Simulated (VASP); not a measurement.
# HfO2 (P-3m1) in VASP: further runs

The runs below take HfO2 through single point, with PBE.

Everything below comes from runs of VASP 6.6.1. Logs are shortened: lines on timing, memory, paths and dates and some standing lists are left out, and cuts for length are marked.

## (1) The cell of the first run

It takes space group P-3m1 (No. 164, trigonal). The conventional cell has a = 3.605 Å, b = 3.605 Å, c = 8.679 Å, α = 90.00°, β = 90.00°, γ = 120.00°. Within 2.7 Å of Hf (site symmetry 3m) lie 8 O at 2.06 to 2.21 Å. Within 2.9 Å of Hf (site symmetry -3m) lie 8 O at 2.21 Å. O (site symmetry 3m) has 4 Hf at 2.21 Å and 6 O at 2.55 Å within 2.9 Å. Within 2.7 Å of O (site symmetry 3m) lie 4 Hf at 2.06 to 2.21 Å and 6 O at 2.47 to 2.55 Å. O (site symmetry 3m) has 4 Hf at 2.21 Å and 6 O at 2.55 Å within 2.9 Å.

## (2) Single point, PBE

INCAR reads:

```
SYSTEM = HfO2
PREC = Accurate ; ENCUT = 520
EDIFF = 1E-6 ; ISMEAR = 0
SIGMA = 0.05 ; LREAL = .False.
LASPH = .True. ; NELM = 80
ALGO = Normal ; ISIF = 2
LWAVE = .False. ; LCHARG = .False.
GGA = PE ; NBANDS = 43
```

KPOINTS reads:

```
Automatic mesh
0
Gamma
  7 7 3
  0 0 0
```

POSCAR reads:

```
HfO2
1.0
    2.5488057606     -2.5488057606      0.0000000000
    2.5488057606      0.0000000000     -2.5488057606
    5.0110089808      5.0110089808      5.0110089808
Hf O
3 6
Direct
    0.0000000000      0.0000000000      0.8477523344
    0.3333333333      0.3333333333      0.5086581825
    0.6666666667      0.6666666667      0.1695640306
    0.6666666667      0.6666666667      0.4238846446
    1.0000000000      0.0000000000      0.0847904927
    0.3333333333      0.3333333333      0.7629787964
    0.6666666667      0.6666666667      0.9325258724
    1.0000000000      1.0000000000      0.5934317205
    0.3333333333      0.3333333333      0.2543375686
```

Potentials or basis: VASP PAW PBE potentials, release 64 (Hf_pv, O).

Run with:

```console
$ cat potpaw_PBE.64/Hf_pv/POTCAR potpaw_PBE.64/O/POTCAR > POTCAR
$ mpirun -np 1 vasp_std > vasp.out
```

OUTCAR:

```text
SYSTEM = HfO2
   PREC = Accurate
   ENCUT = 520
   EDIFF = 1E-6
   ISMEAR = 0
   LREAL = .False.
   LASPH = .True.
   NELM = 80
   ISIF = 2
   GGA = PE

 ion  position               nearest neighbor table
   1  0.000  0.000  0.848-   5 2.06   6 2.21   7 2.21   8 2.21   7 2.21   7 2.21   6 2.21   6 2.21
                             3 3.48   3 3.48   3 3.48   2 3.60   2 3.60   2 3.60
   2  0.333  0.333  0.509-   4 2.21   4 2.21   8 2.21   6 2.21   9 2.21   8 2.21   8 2.21   4 2.21
                             1 3.60   3 3.60   3 3.60   1 3.60   1 3.60   3 3.60
   3  0.667  0.667  0.170-   7 2.06   5 2.21   9 2.21   9 2.21   5 2.21   5 2.21   9 2.21   4 2.21
                             1 3.48   1 3.48   1 3.48   2 3.60   2 3.60   2 3.60
   4  0.667  0.667  0.424-   2 2.21   2 2.21   2 2.21   3 2.21
   5  0.000  0.000  0.085-   1 2.06   3 2.21   3 2.21   3 2.21
   6  0.333  0.333  0.763-   1 2.21   2 2.21   1 2.21   1 2.21
   7  0.667  0.667  0.933-   3 2.06   1 2.21   1 2.21   1 2.21
   8  0.000  0.000  0.593-   2 2.21   1 2.21   2 2.21   2 2.21
   9  0.333  0.333  0.254-   3 2.21   3 2.21   2 2.21   3 2.21

  LATTYP: Found a hexagonal cell.
 ALAT       =     3.6045556745
 C/A-ratio  =     2.4078757372

  Lattice vectors:

 A1 = (  -2.5488057606,   0.0000000000,   2.5488057606)
 A2 = (   2.5488057606,  -2.5488057606,   0.0000000000)
 A3 = (   5.0110089808,   5.0110089808,   5.0110089808)

Analysis of symmetry for initial positions (statically):
=====================================================================
 Subroutine PRICEL returns:
 Original cell was already a primitive cell.

 Routine SETGRP: Setting up the symmetry group for a
 hexagonal supercell.

 Subroutine GETGRP returns: Found 12 space group operations
 (whereof  6 operations were pure point group operations)
 out of a pool of 24 trial point group operations.

The static configuration has the point symmetry C_3v.
 The point group associated with its full space group is D_3d.

Analysis of symmetry for dynamics (positions and initial velocities):
=====================================================================
 Subroutine PRICEL returns:
 Original cell was already a primitive cell.

 Routine SETGRP: Setting up the symmetry group for a
 hexagonal supercell.

 Subroutine GETGRP returns: Found 12 space group operations
 (whereof  6 operations were pure point group operations)
 out of a pool of 24 trial point group operations.

The dynamic configuration has the point symmetry C_3v.
 The point group associated with its full space group is D_3d.

 Subroutine INISYM returns: Found 12 space group operations
 (whereof  6 operations are pure point group operations),
 and found     1 'primitive' translations

----------------------------------------------------------------------------------------

                                     Primitive cell

  volume of cell :      97.6607

  direct lattice vectors                    reciprocal lattice vectors
     2.548805761 -2.548805761  0.000000000     0.130780202 -0.261560405  0.130780202
     2.548805761  0.000000000 -2.548805761     0.130780202  0.130780202 -0.261560405
     5.011008981  5.011008981  5.011008981     0.066520203  0.066520203  0.066520203

  length of vectors
     3.604555674  3.604555674  8.679322152     0.320344764  0.320344764  0.115216371

  position of ions in fractional coordinates (direct lattice)
     0.000000000  0.000000000  0.847752334
     0.333333333  0.333333333  0.508658182
     0.666666667  0.666666667  0.169564031
     0.666666667  0.666666667  0.423884645
     0.000000000  0.000000000  0.084790493
     0.333333333  0.333333333  0.762978796
     0.666666667  0.666666667  0.932525872
     0.000000000  0.000000000  0.593431720
     0.333333333  0.333333333  0.254337569

  ion indices of the primitive-cell ions
   primitive index   ion index
                 1           1
                 2           2
                 3           3
                 4           4
                 5           5
                 6           6
                 7           7
                 8           8
                 9           9

----------------------------------------------------------------------------------------

 KPOINTS: Automatic mesh

Automatic generation of k-mesh.
 Grid dimensions read from file:
 generate k-points for:    7    7    3

 Generating k-lattice:

  Cartesian coordinates                     Fractional coordinates (reciprocal lattice)
     0.018682886 -0.037365772  0.018682886     0.142857143  0.000000000  0.000000000
     0.018682886  0.018682886 -0.037365772     0.000000000  0.142857143  0.000000000
     0.022173401  0.022173401  0.022173401     0.000000000  0.000000000  0.333333333

  Length of vectors
     0.045763538  0.045763538  0.038405457

  Shift w.r.t. Gamma in fractional coordinates (k-lattice)
     0.000000000  0.000000000  0.000000000

 Subroutine IBZKPT returns following result:
 ===========================================

 Found     20 irreducible k-points:

 Following reciprocal coordinates:
            Coordinates               Weight
  0.000000  0.000000  0.000000      1.000000
  0.142857  0.000000  0.000000      6.000000
  0.285714  0.000000  0.000000      6.000000
  0.428571  0.000000  0.000000      6.000000
  0.285714  0.142857  0.000000      6.000000
  0.428571  0.142857  0.000000     12.000000
[... 12 lines left out ...]
 -0.428571  0.142857  0.333333     12.000000
 -0.428571  0.285714  0.333333     12.000000
   k-points           NKPTS =     20   k-points in BZ     NKDIM =     20   number of bands    NBANDS=     43
   number of dos      NEDOS =    301   number of ions     NIONS =      9
   total plane-waves  NPLWV =  54880
   dimension x,y,z NGX =    28 NGY =   28 NGZ =   70
   dimension x,y,z NGXF=    56 NGYF=   56 NGZF=  140
   ions per type =               3   6
   NGX,Y,Z   is equivalent  to a cutoff of  12.91, 12.91, 13.41 a.u.
   NGXF,Y,Z  is equivalent  to a cutoff of  25.83, 25.83, 26.82 a.u.
 SYSTEM =  HfO2
   PREC   = accura    normal or accurate (medium, high low for compatibility)
   ISTART =      0    job   : 0-new  1-cont  2-samecut
   ICHARG =      2    charge: 1-file 2-atom 10-const
   ISPIN  =      1    spin polarized calculation?
   LNONCOLLINEAR =      F non collinear calculations
   LSORBIT =      F    spin-orbit coupling
   LASPH  =      T    aspherical Exc in radial PAW
   ENCUT  =  520.0 eV  38.22 Ry    6.18 a.u.   6.70  6.70 16.14*2*pi/ulx,y,z
   NELM   =     80;   NELMIN=  2; NELMDL= -5     # of ELM steps
   EDIFF  = 0.1E-05   stopping-criterion for ELM
   LREAL  =      F    real-space projection
[... 7 lines left out ...]
   TEBEG  =    0.0;   TEEND  =   0.0 temperature during run
   PSTRESS=    0.0 pullay stress
   NELECT =      66.0000    total number of electrons
   NUPDOWN=      -1.0000    fix difference up-down
   EMIN   =  10.00;   EMAX   =-10.00  energy-range for DOS
   EFERMI =   0.00;   METHOD = LEGACY
   ISMEAR =     0;   SIGMA  =   0.05  broadening in eV -4-tet -1-fermi 0-gaus
   EFERMI_NEDOS =   21; number of points for ismear=-14 and -15
   IALGO  =     38    algorithm
   IMIX   =      4    mixing-type and parameters
     AMIX     =   0.40;   BMIX     =  1.00
     AMIX_MAG =   1.60;   BMIX_MAG =  1.00
  volume/ion in A,a.u.               =      10.85        73.23
  Fermi-wavevector in a.u.,A,eV,Ry     =   1.436645  2.714866 28.081734  2.063949
  Thomas-Fermi vector in A             =   2.555810
   LORBIT       =      0    0 simple, 1 ext, 2 COOP (PROOUT), +10 PAW based schemes
   GGA     = PE    functional components
   LHFCALC =     F    Hartree Fock is set to
   AEXX    =    0.0000 exact exchange contribution
   IVDW    =     0    specifies the selected vdW correction
   LEPSILON=     F    determine dielectric tensor
   LRPA    =     F    only Hartree local field effects (RPA)
 non-spin polarized calculation
 Gauss-broadening in eV      SIGMA  =   0.05
  energy-cutoff  :      520.00
  volume of cell :       97.66
 maximum number of plane-waves:      2643
   NGX = 13   NGY = 13   NGZ = 33

 number of electron      66.0000005 magnetization

 Free energy of the ion-electron system (eV)
  ---------------------------------------------------
  ext. energy  EPLUGINS =         0.00000000
  ---------------------------------------------------
  free energy    TOTEN  =       -90.61080287 eV

  energy without entropy =      -90.61080287  energy(sigma->0) =      -90.61080287

 E-fermi :   4.5045     XC(G=0): -11.8394

 val. band max:        4.1834649679   @ k =  -0.4286   0.1429   0.0000
 cond. band min:       8.1801242163   @ k =   0.0000   0.0000   0.0000
 fundamental gap:      3.9966592484
 Fermi energy:         4.5044653605

 k-point     1 :       0.0000    0.0000    0.0000
  band No.  band energies     occupation
      1     -25.8047      2.00000
      2     -25.7002      2.00000
      3     -25.4509      2.00000
      4     -25.4509      2.00000
      5     -25.4255      2.00000
      6     -25.4255      2.00000
[... 35 lines left out ...]
     42      11.2408      0.00000
     43      13.4826      0.00000

 k-point     2 :       0.1429    0.0000    0.0000
  band No.  band energies     occupation
      1     -25.7940      2.00000
      2     -25.7011      2.00000
      3     -25.5026      2.00000
      4     -25.4680      2.00000
      5     -25.4668      2.00000
      6     -25.4596      2.00000
[... 35 lines left out ...]
     42      11.4846      0.00000
     43      12.7487      0.00000

 k-point     3 :       0.2857    0.0000    0.0000
  band No.  band energies     occupation
      1     -25.8015      2.00000
      2     -25.7318      2.00000
      3     -25.6136      2.00000
      4     -25.5814      2.00000
      5     -25.5119      2.00000
      6     -25.4989      2.00000
[... 735 lines left out ...]
      6     -25.5125      2.00000
[... 35 lines left out ...]
     42      11.4205      0.00000
     43      11.8773      0.00000

 k-point    20 :      -0.4286    0.2857    0.3333
  band No.  band energies     occupation
      1     -25.7778      2.00000
      2     -25.7564      2.00000
      3     -25.7089      2.00000
      4     -25.6556      2.00000
      5     -25.5902      2.00000
      6     -25.5709      2.00000
[... 35 lines left out ...]
     42      11.4229      0.00000
     43      11.5274      0.00000

------------------------ aborting loop because EDIFF is reached ----------------------------------------

  FORCE on cell =-STRESS in cart. coord.  units (eV):
  Direction    XX          YY          ZZ          XY          YZ          ZX
  --------------------------------------------------------------------------------------
  -------------------------------------------------------------------------------------
  Total        0.9974461      0.9974461      0.9974461      1.3825642      1.3825642      1.3825642
  in kB       16.3636466     16.3636466     16.3636466     22.6817194     22.6817194     22.6817194
  external PRESSURE =      16.3636466 kB  Pullay stress =       0.0000000 kB

 VOLUME and BASIS-vectors are now :
 -----------------------------------------------------------------------------
  energy-cutoff  :      520.00
  volume of cell :       97.66
      direct lattice vectors                 reciprocal lattice vectors
     2.548805761 -2.548805761  0.000000000     0.130780202 -0.261560405  0.130780202
     2.548805761  0.000000000 -2.548805761     0.130780202  0.130780202 -0.261560405
     5.011008981  5.011008981  5.011008981     0.066520203  0.066520203  0.066520203

 POSITION                                       TOTAL-FORCE (eV/Angst)
 -----------------------------------------------------------------------------------
      4.24809      4.24809      4.24809        -0.661134     -0.661134     -0.661134
      4.24809      1.69929      1.69929        -0.000000     -0.000000     -0.000000
      4.24809     -0.84952     -0.84952         0.661134      0.661134      0.661134
      5.52250      0.42489      0.42489         0.107851      0.107851      0.107851
      0.42489      0.42489      0.42489         0.677496      0.677496      0.677496
      5.52250      2.97369      2.97369         0.098218      0.098218      0.098218
      8.07130      2.97369      2.97369        -0.677496     -0.677496     -0.677496
      2.97369      2.97369      2.97369        -0.107851     -0.107851     -0.107851
      2.97369      0.42489      0.42489        -0.098218     -0.098218     -0.098218
 -----------------------------------------------------------------------------------
    total drift:                                0.000011      0.000011      0.000011

  FREE ENERGIE OF THE ION-ELECTRON SYSTEM (eV)
  ---------------------------------------------------
  free  energy   TOTEN  =       -90.6108028673 eV

  energy  without entropy=      -90.6108028673  energy(sigma->0) =      -90.61080287
```

It took 61 s on 1 thread of Intel Xeon 6975P-C (Granite Rapids), shared host; peak memory 0.24 GiB.

What came out:

```yaml
Free_energy: -90.6108 eV
Pressure: 1.6 GPa
Largest_force: 1.173 eV/Å
Band_gap_on_the_k_mesh: 4.00 eV
```

Forces on the atoms (eV/Å):
```
Hf  -0.661 -0.661 -0.661
Hf   0.000  0.000  0.000
Hf   0.661  0.661  0.661
O    0.108  0.108  0.108
O    0.677  0.677  0.677
O    0.098  0.098  0.098
O   -0.677 -0.677 -0.677
O   -0.108 -0.108 -0.108
O   -0.098 -0.098 -0.098
```

Stress tensor (GPa, compression positive):
```
1.64 2.27 2.27
2.27 1.64 2.27
2.27 2.27 1.64
```

Caveat: spin-orbit coupling is left out, which moves the levels of the heavy elements; forces of over 1 eV/Å act on the atoms, so gaps and moduli don't describe the material at rest. A k mesh can miss the band edges.

(Continued in part 2 of 2.)
